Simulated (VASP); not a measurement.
# In3Se (Pm-3m) in VASP: notebook

In3Se is run at these levels: r2SCAN; tasks: single point.

All numbers are computed with VASP 6.6.1; they aren't measurements. Logs are shortened: lines on timing, memory, paths and dates and some standing lists are left out, and cuts for length are marked.

## Step 1: The cell of the first run

The structure is cubic, space group Pm-3m (No. 221). Conventional cell: a = 4.804 Å, b = 4.804 Å, c = 4.804 Å, α = 90.00°, β = 90.00°, γ = 90.00°. In (site symmetry 4/mmm) has 8 In at 3.40 Å and 4 Se at 3.40 Å within 4.5 Å. Within 4.5 Å of Se (site symmetry m-3m) lie 12 In at 3.40 Å.

## Step 2: Single point, r2SCAN

Contents of POSCAR:

```
In3Se
1.0
    4.8037600000      0.0000000000      0.0000000000
    0.0000000000      4.8037600000      0.0000000000
    0.0000000000      0.0000000000      4.8037600000
In Se
3 1
Direct
    0.0000000000      0.5000000000      0.5000000000
    0.5000000000      0.0000000000      0.5000000000
    0.5000000000      0.5000000000      0.0000000000
    0.0000000000      0.0000000000      0.0000000000
```

Contents of INCAR.step1:

```
PREC = Accurate
ENCUT = 520
ISMEAR = 0
SIGMA = 0.1
LREAL = F
LASPH = T
NELM = 100
NBANDS = 30
GGA = PE
ALGO = Normal
EDIFF = 1E-4
LWAVE = T
LCHARG = F
```

Contents of INCAR.step2:

```
PREC = Accurate
ENCUT = 520
EDIFF = 1E-6
ISMEAR = 0
SIGMA = 0.1
LREAL = F
LASPH = T
NELM = 100
ALGO = Normal
ISIF = 2
LWAVE = F
LCHARG = T
METAGGA = R2SCAN
LMIXTAU = T
LELF = T
LVHAR = T
NBANDS = 30
ISTART = 1
```

Contents of KPOINTS:

```
Automatic mesh
0
Gamma
  5 5 5
```

Potentials or basis: VASP PAW PBE potentials, release 64 (In_d, Se).

The run is started by

```bash
$ cat potpaw_PBE.64/In_d/POTCAR potpaw_PBE.64/Se/POTCAR > POTCAR
$ cp INCAR.step1 INCAR
$ mpirun -np 1 vasp_std > vasp.out
$ cp INCAR.step2 INCAR
$ mpirun -np 1 vasp_std > vasp.out
```

OUTCAR:

```text
PREC = Accurate
   ENCUT = 520
   EDIFF = 1E-6
   ISMEAR = 0
   LREAL = F
   LASPH = T
   NELM = 100
   ISIF = 2
   METAGGA = R2SCAN
   ISTART = 1

 ion  position               nearest neighbor table
   1  0.000  0.500  0.500-   2 3.40   3 3.40   4 3.40   3 3.40   4 3.40   2 3.40   4 3.40   4 3.40
                             2 3.40   3 3.40   3 3.40   2 3.40
   2  0.500  0.000  0.500-   1 3.40   3 3.40   4 3.40   3 3.40   4 3.40   1 3.40   3 3.40   3 3.40
                             1 3.40   4 3.40   4 3.40   1 3.40
   3  0.500  0.500  0.000-   1 3.40   2 3.40   4 3.40   1 3.40   2 3.40   2 3.40   4 3.40   2 3.40
                             1 3.40   4 3.40   1 3.40   4 3.40
   4  0.000  0.000  0.000-   1 3.40   2 3.40   3 3.40   1 3.40   2 3.40   1 3.40   3 3.40   1 3.40
                             2 3.40   3 3.40   2 3.40   3 3.40

  LATTYP: Found a simple cubic cell.
 ALAT       =     4.8037600000

  Lattice vectors:

 A1 = (   4.8037600000,   0.0000000000,   0.0000000000)
 A2 = (   0.0000000000,   4.8037600000,   0.0000000000)
 A3 = (   0.0000000000,   0.0000000000,   4.8037600000)

Analysis of symmetry for initial positions (statically):
=====================================================================
 Subroutine PRICEL returns:
 Original cell was already a primitive cell.

 Routine SETGRP: Setting up the symmetry group for a
 simple cubic supercell.

 Subroutine GETGRP returns: Found 48 space group operations
 (whereof 48 operations were pure point group operations)
 out of a pool of 48 trial point group operations.

The static configuration has the point symmetry O_h .

Analysis of symmetry for dynamics (positions and initial velocities):
=====================================================================
 Subroutine PRICEL returns:
 Original cell was already a primitive cell.

 Routine SETGRP: Setting up the symmetry group for a
 simple cubic supercell.

 Subroutine GETGRP returns: Found 48 space group operations
 (whereof 48 operations were pure point group operations)
 out of a pool of 48 trial point group operations.

The dynamic configuration has the point symmetry O_h .

 Subroutine INISYM returns: Found 48 space group operations
 (whereof 48 operations are pure point group operations),
 and found     1 'primitive' translations

----------------------------------------------------------------------------------------

                                     Primitive cell

  volume of cell :     110.8521

  direct lattice vectors                    reciprocal lattice vectors
     4.803760000  0.000000000  0.000000000     0.208170267  0.000000000  0.000000000
     0.000000000  4.803760000  0.000000000     0.000000000  0.208170267  0.000000000
     0.000000000  0.000000000  4.803760000     0.000000000  0.000000000  0.208170267

  length of vectors
     4.803760000  4.803760000  4.803760000     0.208170267  0.208170267  0.208170267

  position of ions in fractional coordinates (direct lattice)
     0.000000000  0.500000000  0.500000000
     0.500000000  0.000000000  0.500000000
     0.500000000  0.500000000  0.000000000
     0.000000000  0.000000000  0.000000000

  ion indices of the primitive-cell ions
   primitive index   ion index
                 1           1
                 2           2
                 3           3
                 4           4

----------------------------------------------------------------------------------------

 KPOINTS: Automatic mesh

Automatic generation of k-mesh.
 Grid dimensions read from file:
 generate k-points for:    5    5    5

 Generating k-lattice:

  Cartesian coordinates                     Fractional coordinates (reciprocal lattice)
     0.041634053  0.000000000  0.000000000     0.200000000  0.000000000  0.000000000
     0.000000000  0.041634053  0.000000000     0.000000000  0.200000000  0.000000000
     0.000000000  0.000000000  0.041634053     0.000000000  0.000000000  0.200000000

  Length of vectors
     0.041634053  0.041634053  0.041634053

  Shift w.r.t. Gamma in fractional coordinates (k-lattice)
     0.000000000  0.000000000  0.000000000

 Subroutine IBZKPT returns following result:
 ===========================================

 Found     10 irreducible k-points:

 Following reciprocal coordinates:
            Coordinates               Weight
  0.000000  0.000000  0.000000      1.000000
  0.200000  0.000000  0.000000      6.000000
  0.400000  0.000000  0.000000      6.000000
  0.200000  0.200000  0.000000     12.000000
  0.400000  0.200000  0.000000     24.000000
  0.400000  0.400000  0.000000     12.000000
  0.200000  0.200000  0.200000      8.000000
  0.400000  0.200000  0.200000     24.000000
  0.400000  0.400000  0.200000     24.000000
  0.400000  0.400000  0.400000      8.000000
   k-points           NKPTS =     10   k-points in BZ     NKDIM =     10   number of bands    NBANDS=     30
   number of dos      NEDOS =    301   number of ions     NIONS =      4
   total plane-waves  NPLWV =  46656
   dimension x,y,z NGX =    36 NGY =   36 NGZ =   36
   dimension x,y,z NGXF=    72 NGYF=   72 NGZF=   72
   ions per type =               3   1
   NGX,Y,Z   is equivalent  to a cutoff of  12.46, 12.46, 12.46 a.u.
   NGXF,Y,Z  is equivalent  to a cutoff of  24.92, 24.92, 24.92 a.u.
 SYSTEM =  unknown system
   PREC   = accura    normal or accurate (medium, high low for compatibility)
   ISTART =      1    job   : 0-new  1-cont  2-samecut
   ICHARG =      0    charge: 1-file 2-atom 10-const
   ISPIN  =      1    spin polarized calculation?
   LNONCOLLINEAR =      F non collinear calculations
   LSORBIT =      F    spin-orbit coupling
   LASPH  =      T    aspherical Exc in radial PAW
   ENCUT  =  520.0 eV  38.22 Ry    6.18 a.u.   8.93  8.93  8.93*2*pi/ulx,y,z
   NELM   =    100;   NELMIN=  2; NELMDL=  0     # of ELM steps
   EDIFF  = 0.1E-05   stopping-criterion for ELM
   LREAL  =      F    real-space projection
   EDIFFG = 0.1E-04   stopping-criterion for IOM
   NSW    =      0    number of steps for IOM
   IBRION =     -1    ionic relax: 0-MD 1-quasi-New 2-CG
   NFREE  =      0    steps in history (QN), initial steepest desc. (CG)
   ISIF   =      2    stress and relaxation
   ISYM   =      2    0-nonsym 1-usesym 2-fastsym
   POTIM  = 0.5000    time-step for ionic-motion
   TEBEG  =    0.0;   TEEND  =   0.0 temperature during run
   PSTRESS=    0.0 pullay stress
   NELECT =      45.0000    total number of electrons
   NUPDOWN=      -1.0000    fix difference up-down
   EMIN   =  10.00;   EMAX   =-10.00  energy-range for DOS
   EFERMI =   0.00;   METHOD = LEGACY
   ISMEAR =     0;   SIGMA  =   0.10  broadening in eV -4-tet -1-fermi 0-gaus
   EFERMI_NEDOS =   21; number of points for ismear=-14 and -15
   IALGO  =     38    algorithm
   IMIX   =      4    mixing-type and parameters
     AMIX     =   0.40;   BMIX     =  1.00
     AMIX_MAG =   1.60;   BMIX_MAG =  1.00
  volume/ion in A,a.u.               =      27.71       187.02
  Fermi-wavevector in a.u.,A,eV,Ry     =   1.212172  2.290674 19.991881  1.469362
  Thomas-Fermi vector in A             =   2.347665
   LORBIT       =      0    0 simple, 1 ext, 2 COOP (PROOUT), +10 PAW based schemes
   METAGGA = R2SCAN    functional components
   LHFCALC =     F    Hartree Fock is set to
   AEXX    =    0.0000 exact exchange contribution
   IVDW    =     0    specifies the selected vdW correction
   LEPSILON=     F    determine dielectric tensor
   LRPA    =     F    only Hartree local field effects (RPA)
 non-spin polarized calculation
 Gauss-broadening in eV      SIGMA  =   0.10
  energy-cutoff  :      520.00
  volume of cell :      110.85
 maximum number of plane-waves:      3005
 NGX is ok and might be reduce to    36
   NGX = 17   NGY = 17   NGZ = 17

 number of electron      45.0000024 magnetization

 Free energy of the ion-electron system (eV)
  ---------------------------------------------------
  ext. energy  EPLUGINS =         0.00000000
  ---------------------------------------------------
  free energy    TOTEN  =       -82.43366437 eV

  energy without entropy =      -82.41896552  energy(sigma->0) =      -82.42631494

 E-fermi :   5.9639     XC(G=0): -10.3174

 val. band max:        5.9131375475   @ k =   0.4000   0.2000   0.2000
 cond. band min:       6.0018237176   @ k =   0.4000   0.0000   0.0000
 fundamental gap:      0.0886861701
 Fermi energy:         5.9638894163

 k-point     1 :       0.0000    0.0000    0.0000
  band No.  band energies     occupation
      1      -9.5050      2.00000
      2      -9.5050      2.00000
      3      -9.5050      2.00000
      4      -9.5004      2.00000
      5      -9.3946      2.00000
      6      -9.3946      2.00000
[... 22 lines left out ...]
     29      11.6526      0.00000
     30      13.1851      0.00000

 k-point     2 :       0.2000    0.0000    0.0000
  band No.  band energies     occupation
      1      -9.4988      2.00000
      2      -9.4687      2.00000
      3      -9.4687      2.00000
      4      -9.4667      2.00000
      5      -9.3906      2.00000
      6      -9.3721      2.00000
[... 22 lines left out ...]
     29      12.5671      0.00000
     30      13.2466      0.00000

 k-point     3 :       0.4000    0.0000    0.0000
  band No.  band energies     occupation
      1      -9.4880      2.00000
      2      -9.3984      2.00000
      3      -9.3747      2.00000
      4      -9.3744      2.00000
      5      -9.3744      2.00000
      6      -9.3217      2.00000
[... 22 lines left out ...]
     29      11.4277      0.00000
     30      12.2715      0.00000

 k-point     4 :       0.2000    0.2000    0.0000
  band No.  band energies     occupation
      1      -9.4740      2.00000
      2      -9.4620      2.00000
      3      -9.4515      2.00000
      4      -9.4238      2.00000
      5      -9.3784      2.00000
      6      -9.3533      2.00000
[... 154 lines left out ...]
     29      11.1840      0.00000
     30      12.8293      0.00000

 k-point     9 :       0.4000    0.4000    0.2000
  band No.  band energies     occupation
      1      -9.4324      2.00000
      2      -9.4034      2.00000
      3      -9.3997      2.00000
      4      -9.3881      2.00000
      5      -9.3717      2.00000
      6      -9.3197      2.00000
[... 22 lines left out ...]
     29      12.0072      0.00000
     30      12.5639      0.00000

 k-point    10 :       0.4000    0.4000    0.4000
  band No.  band energies     occupation
      1      -9.4868      2.00000
      2      -9.4172      2.00000
      3      -9.4013      2.00000
      4      -9.4013      2.00000
      5      -9.3819      2.00000
      6      -9.3819      2.00000
[... 22 lines left out ...]
     29      13.8474      0.00000
     30      14.0749      0.00000

------------------------ aborting loop because EDIFF is reached ----------------------------------------

  FORCE on cell =-STRESS in cart. coord.  units (eV):
  Direction    XX          YY          ZZ          XY          YZ          ZX
  --------------------------------------------------------------------------------------
  -------------------------------------------------------------------------------------
  Total       -0.6108541     -0.6108541     -0.6108541     -0.0000000     -0.0000000      0.0000000
  in kB       -8.8288501     -8.8288501     -8.8288501     -0.0000000     -0.0000000      0.0000000
  external PRESSURE =      -8.8288501 kB  Pullay stress =       0.0000000 kB

 VOLUME and BASIS-vectors are now :
 -----------------------------------------------------------------------------
  energy-cutoff  :      520.00
  volume of cell :      110.85
      direct lattice vectors                 reciprocal lattice vectors
     4.803760000  0.000000000  0.000000000     0.208170267  0.000000000  0.000000000
     0.000000000  4.803760000  0.000000000     0.000000000  0.208170267  0.000000000
     0.000000000  0.000000000  4.803760000     0.000000000  0.000000000  0.208170267

 POSITION                                       TOTAL-FORCE (eV/Angst)
 -----------------------------------------------------------------------------------
      0.00000      2.40188      2.40188         0.000000      0.000000      0.000000
      2.40188      0.00000      2.40188         0.000000      0.000000      0.000000
      2.40188      2.40188      0.00000         0.000000      0.000000      0.000000
      0.00000      0.00000      0.00000         0.000000      0.000000      0.000000
 -----------------------------------------------------------------------------------
    total drift:                                0.000000      0.000000      0.000000

  FREE ENERGIE OF THE ION-ELECTRON SYSTEM (eV)
  ---------------------------------------------------
  free  energy   TOTEN  =       -82.4336643660 eV

  energy  without entropy=      -82.4189655186  energy(sigma->0) =      -82.42631494
```

It took 74 s on 1 thread of AMD EPYC 9R45 (Zen 5), shared host; peak memory 0.19 GiB.

Results:

* Free energy: -82.4337 eV
* Pressure: -0.9 GPa

Caveat: the PAW data sets were made with another functional, which shifts forces and pressure a little; spin-orbit coupling is left out, which moves the levels of the heavy elements.

## Step 3: Single point, r2SCAN

POSCAR is that of step 2.

Contents of INCAR.step1:

```
ALGO = Normal ; EDIFF = 1E-4
ENCUT = 520 ; GGA = PE
ISMEAR = 0 ; LASPH = T
LCHARG = F ; LREAL = F
LWAVE = T ; NBANDS = 30
NELM = 60 ; PREC = Accurate
SIGMA = 0.05
```

Contents of INCAR.step2:

```
ALGO = Normal ; EDIFF = 1E-6
ENCUT = 520 ; ISIF = 2
ISMEAR = 0 ; ISTART = 1
LASPH = T ; LCHARG = F
LMIXTAU = T ; LREAL = F
LWAVE = F ; METAGGA = R2SCAN
NBANDS = 30 ; NELM = 60
PREC = Accurate ; SIGMA = 0.05
```

Contents of KPOINTS:

```
k-points
0
Gamma
  5 5 5
```

Potentials or basis: VASP PAW PBE potentials, release 64 (In_d, Se).

The run is started by

```bash
$ cat potpaw_PBE.64/In_d/POTCAR potpaw_PBE.64/Se/POTCAR > POTCAR
$ cp INCAR.step1 INCAR
$ mpirun -np 1 vasp_std > vasp.out
$ cp INCAR.step2 INCAR
$ mpirun -np 1 vasp_std > vasp.out
```

OUTCAR:

```text
EDIFF = 1E-6
   ENCUT = 520
   ISIF = 2
   ISMEAR = 0
   ISTART = 1
   LASPH = T
   LREAL = F
   METAGGA = R2SCAN
   NELM = 60
   PREC = Accurate

 ion  position               nearest neighbor table
   1  0.000  0.500  0.500-   2 3.40   3 3.40   4 3.40   3 3.40   4 3.40   2 3.40   4 3.40   4 3.40
                             2 3.40   3 3.40   3 3.40   2 3.40
   2  0.500  0.000  0.500-   1 3.40   3 3.40   4 3.40   3 3.40   4 3.40   1 3.40   3 3.40   3 3.40
                             1 3.40   4 3.40   4 3.40   1 3.40
   3  0.500  0.500  0.000-   1 3.40   2 3.40   4 3.40   1 3.40   2 3.40   2 3.40   4 3.40   2 3.40
[... 518 lines left out ...]
  --------------------------------------------------------------------------------------
  -------------------------------------------------------------------------------------
  Total       -0.5370132     -0.5370132     -0.5370132      0.0000000      0.0000000     -0.0000000
  in kB       -7.7616069     -7.7616069     -7.7616069      0.0000000      0.0000000     -0.0000000
  external PRESSURE =      -7.7616069 kB  Pullay stress =       0.0000000 kB

 VOLUME and BASIS-vectors are now :
 -----------------------------------------------------------------------------
  energy-cutoff  :      520.00
  volume of cell :      110.85
      direct lattice vectors                 reciprocal lattice vectors
     4.803760000  0.000000000  0.000000000     0.208170267  0.000000000  0.000000000
     0.000000000  4.803760000  0.000000000     0.000000000  0.208170267  0.000000000
     0.000000000  0.000000000  4.803760000     0.000000000  0.000000000  0.208170267

 POSITION                                       TOTAL-FORCE (eV/Angst)
 -----------------------------------------------------------------------------------
      0.00000      2.40188      2.40188         0.000000      0.000000      0.000000
      2.40188      0.00000      2.40188         0.000000      0.000000      0.000000
      2.40188      2.40188      0.00000         0.000000      0.000000      0.000000
      0.00000      0.00000      0.00000         0.000000      0.000000      0.000000
 -----------------------------------------------------------------------------------
    total drift:                                0.000000      0.000000      0.000000

  FREE ENERGIE OF THE ION-ELECTRON SYSTEM (eV)
  ---------------------------------------------------
  free  energy   TOTEN  =       -82.4279399321 eV

  energy  without entropy=      -82.4241215980  energy(sigma->0) =      -82.42603077
```

OSZICAR.step1:

```text
N       E                     dE             d eps       ncg     rms          rms(c)
DAV:   1     0.406403664684E+03    0.40640E+03   -0.21397E+04   600   0.187E+03
DAV:   2     0.295001937798E+02   -0.37690E+03   -0.36851E+03   600   0.450E+02
DAV:   3    -0.100638164420E+02   -0.39564E+02   -0.38256E+02   742   0.159E+02
DAV:   4    -0.118871303424E+02   -0.18233E+01   -0.18188E+01   690   0.354E+01
DAV:   5    -0.119699273971E+02   -0.82797E-01   -0.82794E-01   880   0.665E+00    0.400E+00
DAV:   6    -0.116153899478E+02    0.35454E+00   -0.10787E+00   870   0.802E+00    0.229E+00
DAV:   7    -0.116160695468E+02   -0.67960E-03   -0.15559E-01   666   0.175E+00    0.984E-01
DAV:   8    -0.116127119199E+02    0.33576E-02   -0.13334E-02   880   0.721E-01    0.241E-01
DAV:   9    -0.116121190056E+02    0.59291E-03   -0.43046E-03   838   0.378E-01    0.103E-01
DAV:  10    -0.116121157470E+02    0.32586E-05   -0.48370E-04   532   0.185E-01
   1 F= -.11612116E+02 E0= -.11610203E+02  d E =-.382497E-02
```

It took 72 s on 1 thread of AMD EPYC 9R45 (Zen 5), shared host; peak memory 0.19 GiB.

Results:

```
Free energy : -82.4279 eV
Pressure    : -0.8 GPa
```

Caveat: the PAW data sets were made with another functional, which shifts forces and pressure a little; spin-orbit coupling is left out, which moves the levels of the heavy elements.
